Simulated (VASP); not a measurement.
# K8Mg7F24 (a cell with a defect) in VASP: single point with PBEsol

Aim: the single point of K8Mg7F24 (a cell with a defect) with PBEsol.

All numbers are computed with VASP 6.6.1; they aren't measurements. Logs are shortened: lines on timing, memory, paths and dates and some standing lists are left out, and cuts for length are marked.

**1. The cell of the first run**

The cell holds a defect, 39 atoms: a = 7.983 Å, b = 7.983 Å, c = 7.983 Å, α = 90.00°, β = 90.00°, γ = 90.00°.

**2. Single point, PBEsol**

INCAR

```
PREC     = Accurate       # precision mode
ENCUT    = 520            # plane-wave cutoff, eV
EDIFF    = 1E-6           # SCF threshold, eV
ISMEAR   = -1             # smearing method
SIGMA    = 0.05           # smearing width, eV
LREAL    = Auto         
LASPH    = True           # aspherical terms in the spheres
NELM     = 100            # most SCF steps
ALGO     = Normal         # electronic algorithm
ISIF     = 2              # what is computed and relaxed
LWAVE    = False          # write WAVECAR
LCHARG   = False          # write CHGCAR
GGA      = PS             # functional
NBANDS   = 152            # bands
NELECT   = 256.0        
ISYM     = 0
```

KPOINTS

```
Automatic mesh
0
Gamma
  1 1 1
  0.25 0.25 0.25
```

POSCAR

```
K8Mg7F24
1.0
    7.9825440000      0.0000000000      0.0000000000
    0.0000000000      7.9825440000      0.0000000000
    0.0000000000      0.0000000000      7.9825440000
K Mg F
8 7 24
Direct
    0.0182690000      0.0183630000      0.0185220000
    0.0181670000      0.0183030000      0.4827590000
    0.0179440000      0.4823280000      0.0187510000
    0.0177360000      0.4825050000      0.4829850000
    0.4824240000      0.0180240000      0.0183730000
    0.4820800000      0.0181090000      0.4825880000
    0.4820820000      0.4822560000      0.0184730000
    0.4819200000      0.4823040000      0.4827460000
    0.2501200000      0.2502210000      0.7507240000
    0.2501140000      0.7503140000      0.2506370000
    0.2500740000      0.7501510000      0.7505920000
    0.7500550000      0.2502700000      0.2506890000
    0.7500030000      0.2501190000      0.7506300000
    0.7501920000      0.7502280000      0.2506310000
    0.7501340000      0.7501090000      0.7505950000
    0.2503330000      0.2502840000      0.9849220000
    0.2497760000      0.2500640000      0.5165390000
    0.2494270000      0.7500670000      0.9978800000
    0.2509210000      0.7504140000      0.5033090000
    0.7496020000      0.2497220000      0.9979720000
    0.7502140000      0.2503670000      0.5034390000
    0.7508890000      0.7504870000      0.0008570000
    0.7493260000      0.7497790000      0.5003500000
    0.9842500000      0.2503870000      0.2505210000
    0.9974140000      0.2499060000      0.7509250000
    0.9974800000      0.7503100000      0.2513220000
    0.0003410000      0.7501920000      0.7495870000
    0.5158540000      0.2501050000      0.2509820000
    0.5026800000      0.2503220000      0.7503530000
    0.5027940000      0.7503730000      0.2499030000
    0.4998070000      0.7497360000      0.7513940000
    0.2502280000      0.9844450000      0.2504530000
    0.2504240000      0.9974670000      0.7508330000
    0.2500360000      0.5160850000      0.2507960000
    0.2497680000      0.5028720000      0.7506230000
    0.7502890000      0.9974850000      0.2509870000
    0.7499080000      0.0003150000      0.7504250000
    0.7500740000      0.5029530000      0.2504330000
    0.7501930000      0.4998270000      0.7510500000
```

Potentials or basis: VASP PAW PBE potentials, release 64 (K_sv, Mg, F).

Launch:

```console
cat potpaw_PBE.64/K_sv/POTCAR potpaw_PBE.64/Mg/POTCAR potpaw_PBE.64/F/POTCAR > POTCAR
mpirun -np 1 vasp_std > vasp.out
```

OUTCAR:

```text
PREC = Accurate
   ENCUT = 520
   EDIFF = 1E-6
   ISMEAR = -1
   LREAL = Auto
   LASPH = True
   NELM = 100
   ISIF = 2
   GGA = PS
   NELECT = 256.0
   ISYM = 0

 ion  position               nearest neighbor table
   1  0.018  0.018  0.019-  32 2.63  16 2.63  24 2.63  25 2.83  18 2.83  33 2.83  20 2.83  36 2.84
                            26 2.84   9 3.38  10 3.38  12 3.38  13 3.55  11 3.55  14 3.55   3 3.70
   2  0.018  0.018  0.483-  17 2.63  24 2.63  32 2.64  26 2.83  36 2.83  25 2.83  21 2.83  33 2.84
                            19 2.84   9 3.38  10 3.38  12 3.38  13 3.55  11 3.55  14 3.55   6 3.70
   3  0.018  0.482  0.019-  24 2.63  34 2.63  16 2.64  18 2.83  38 2.83  35 2.83  25 2.84  26 2.84
                            20 2.84  12 3.38  10 3.38   9 3.38  14 3.55  11 3.55  13 3.55   1 3.70
   4  0.018  0.483  0.483-  17 2.64  34 2.64  24 2.64  26 2.83  21 2.83  35 2.83  38 2.84  25 2.84
                            19 2.84  12 3.38   9 3.38  10 3.38  11 3.55  14 3.55  13 3.55  15 3.70
   5  0.482  0.018  0.018-  32 2.63  16 2.63  28 2.64  20 2.83  30 2.83  33 2.83  29 2.84  36 2.84
                            18 2.84   9 3.38  12 3.38  10 3.38  13 3.54  14 3.55  11 3.55  15 3.70
   6  0.482  0.018  0.483-  28 2.63  32 2.63  17 2.63  19 2.83  36 2.83  29 2.83  33 2.83  30 2.84
                            21 2.84  10 3.38  12 3.38   9 3.38  14 3.55  11 3.55  13 3.55   2 3.70
   7  0.482  0.482  0.018-  16 2.63  34 2.64  28 2.64  30 2.83  38 2.83  20 2.83  29 2.83  35 2.84
                            18 2.84   9 3.38  12 3.38  10 3.38  11 3.55  13 3.55  14 3.55  15 3.70
   8  0.482  0.482  0.483-  34 2.63  28 2.63  17 2.64  19 2.83  29 2.83  35 2.83  21 2.84  38 2.84
                            30 2.84   9 3.38  10 3.38  12 3.38  11 3.55  13 3.55  14 3.55  15 3.70
   9  0.250  0.250  0.751-  17 1.87  16 1.87  29 2.02  35 2.02  25 2.02  33 2.02   1 3.38   7 3.38
[... 23 lines left out ...]
  26  0.997  0.750  0.251-  14 1.97  10 2.02   4 2.83   2 2.83   3 2.84   1 2.84
  27  0.000  0.750  0.750-  11 1.99  15 2.00
  28  0.516  0.250  0.251-  12 1.87   6 2.63   8 2.63   5 2.64   7 2.64
  29  0.503  0.250  0.750-  13 1.97   9 2.02   8 2.83   6 2.83   7 2.83   5 2.84
  30  0.503  0.750  0.250-  14 1.97  10 2.02   5 2.83   7 2.83   6 2.84   8 2.84
  31  0.500  0.750  0.751-  11 1.99  15 2.00
  32  0.250  0.984  0.250-  10 1.87   1 2.63   6 2.63   5 2.63   2 2.64
  33  0.250  0.997  0.751-  11 1.97   9 2.02   5 2.83   1 2.83   6 2.83   2 2.84
  34  0.250  0.516  0.251-  10 1.87   8 2.63   3 2.63   7 2.64   4 2.64
  35  0.250  0.503  0.751-  11 1.97   9 2.02   4 2.83   3 2.83   8 2.83   7 2.84
  36  0.750  0.997  0.251-  14 1.97  12 2.02   2 2.83   6 2.83   5 2.84   1 2.84
  37  0.750  0.000  0.750-  13 1.99  15 2.00
  38  0.750  0.503  0.250-  14 1.97  12 2.02   3 2.83   7 2.83   4 2.84   8 2.84
  39  0.750  0.500  0.751-  13 1.99  15 2.00

IMPORTANT INFORMATION: All symmetrisations will be switched off!
NOSYMM: (Re-)initialisation of all symmetry stuff for point group C_1.

----------------------------------------------------------------------------------------

                                     Primitive cell

[... 159 lines left out ...]
   EFERMI_NEDOS =   21; number of points for ismear=-14 and -15
   IALGO  =     38    algorithm
   IMIX   =      4    mixing-type and parameters
     AMIX     =   0.40;   BMIX     =  1.00
     AMIX_MAG =   1.60;   BMIX_MAG =  1.00
  volume/ion in A,a.u.               =      13.04        88.01
  Fermi-wavevector in a.u.,A,eV,Ry     =   1.302207  2.460815 23.072000  1.695744
  Thomas-Fermi vector in A             =   2.433291
   LORBIT       =      0    0 simple, 1 ext, 2 COOP (PROOUT), +10 PAW based schemes
   GGA     = PS    functional components
   LHFCALC =     F    Hartree Fock is set to
   AEXX    =    0.0000 exact exchange contribution
   IVDW    =     0    specifies the selected vdW correction
   LEPSILON=     F    determine dielectric tensor
   LRPA    =     F    only Hartree local field effects (RPA)
 non-spin polarized calculation
  energy-cutoff  :      520.00
  volume of cell :      508.66
 maximum number of plane-waves:     13679
   NGX = 29   NGY = 29   NGZ = 29

 number of electron     255.9999717 magnetization

 Free energy of the ion-electron system (eV)
  ---------------------------------------------------
  ext. energy  EPLUGINS =         0.00000000
  ---------------------------------------------------
  free energy    TOTEN  =      -191.22085138 eV

  energy without entropy =     -191.22085138  energy(sigma->0) =     -191.22085138

 E-fermi :  -0.3295     XC(G=0):  -9.8371

 val. band max:       -1.6584006525   @ k =  -0.2500  -0.2500   0.2500
 cond. band min:       5.8552490224   @ k =  -0.2500  -0.2500   0.2500
 fundamental gap:      7.5136496749
 Fermi energy:        -0.3294714290

 k-point     1 :       0.2500    0.2500    0.2500
  band No.  band energies     occupation
      1     -27.5951      2.00000
      2     -27.5692      2.00000
      3     -27.5682      2.00000
      4     -27.5678      2.00000
      5     -27.5473      2.00000
      6     -27.5464      2.00000
[... 561 lines left out ...]
    139       8.7505      0.00000
    140       8.7862      0.00000
 [bands above 140 left out]

------------------------ aborting loop because EDIFF is reached ----------------------------------------

  FORCE on cell =-STRESS in cart. coord.  units (eV):
  Direction    XX          YY          ZZ          XY          YZ          ZX
  --------------------------------------------------------------------------------------
  -------------------------------------------------------------------------------------
  Total       14.3057218     14.3133195     14.3133458      0.0051020     -0.0050390      0.0065090
  in kB       45.0605401     45.0844717     45.0845547      0.0160705     -0.0158720      0.0205024
  external PRESSURE =      45.0765222 kB  Pullay stress =       0.0000000 kB

 VOLUME and BASIS-vectors are now :
 -----------------------------------------------------------------------------
  energy-cutoff  :      520.00
  volume of cell :      508.66
      direct lattice vectors                 reciprocal lattice vectors
     7.982544000  0.000000000  0.000000000     0.125273346  0.000000000  0.000000000
     0.000000000  7.982544000  0.000000000     0.000000000  0.125273346  0.000000000
     0.000000000  0.000000000  7.982544000     0.000000000  0.000000000  0.125273346

 POSITION                                       TOTAL-FORCE (eV/Angst)
 -----------------------------------------------------------------------------------
      0.14583      0.14658      0.14785        -0.003778     -0.002593      0.004084
      0.14502      0.14610      3.85364        -0.001568     -0.001097      0.000293
      0.14324      3.85020      0.14968         0.001002      0.001174     -0.001452
      0.14158      3.85162      3.85545         0.001643     -0.000527     -0.000493
      3.85097      0.14388      0.14666         0.001239     -0.000358      0.004309
      3.84822      0.14456      3.85228         0.003511      0.000268      0.005223
[... 31 lines left out ...]
      5.98750      4.01484      1.99909        -0.000640      0.005594     -0.001699
      5.98845      3.98989      5.99529         0.002329      0.000351      0.000008
 -----------------------------------------------------------------------------------
    total drift:                                0.003662      0.017227      0.026130

  FREE ENERGIE OF THE ION-ELECTRON SYSTEM (eV)
  ---------------------------------------------------
  free  energy   TOTEN  =      -191.2208513808 eV

  energy  without entropy=     -191.2208513808  energy(sigma->0) =     -191.22085138
```

It took 16 min on 1 thread of AMD EPYC 7R43 (Zen 3), shared host; peak memory 0.54 GiB.

Results:

```yaml
Free_energy: -191.2209 eV
Largest_force: 0.017 eV/Å
```

Forces on the atoms (eV/Å):
```
K   -0.004 -0.003  0.004
K   -0.002 -0.001  0.000
K    0.001  0.001 -0.001
K    0.002 -0.001  0.000
K    0.001  0.000  0.004
K    0.004  0.000  0.005
K    0.001  0.003  0.005
K    0.004  0.000  0.001
Mg  -0.004 -0.004 -0.003
Mg   0.002 -0.009 -0.005
Mg   0.002  0.002  0.002
Mg  -0.003 -0.008  0.000
Mg   0.003 -0.004  0.004
Mg  -0.007  0.002 -0.002
Mg  -0.006 -0.002  0.000
F   -0.001  0.001 -0.012
F   -0.001  0.004  0.008
F    0.000  0.000 -0.010
F   -0.002 -0.002  0.011
F    0.006  0.004 -0.013
F    0.002  0.002  0.005
F    0.004  0.000  0.003
F   -0.002  0.000  0.002
F   -0.010  0.000  0.000
F   -0.017  0.001  0.000
F   -0.014 -0.002 -0.002
F    0.005  0.003 -0.001
F    0.012  0.003 -0.003
F    0.015  0.000  0.001
F    0.014 -0.003  0.000
F    0.003  0.001  0.001
F   -0.004 -0.004  0.000
F   -0.004 -0.011 -0.002
F    0.000  0.012  0.002
F    0.002  0.009 -0.002
F   -0.002 -0.007 -0.002
F   -0.002  0.006  0.001
F   -0.001  0.006 -0.002
F    0.002  0.000  0.000
```

Caveat: the k points lie up to 0.79 Å⁻¹ apart; the cell carries a net charge on a neutralising background, which shifts energy and pressure; the cell is charged against a uniform background, so pressure and absolute levels hang on convention; the PAW data sets were made with another functional, which shifts forces and pressure a little.
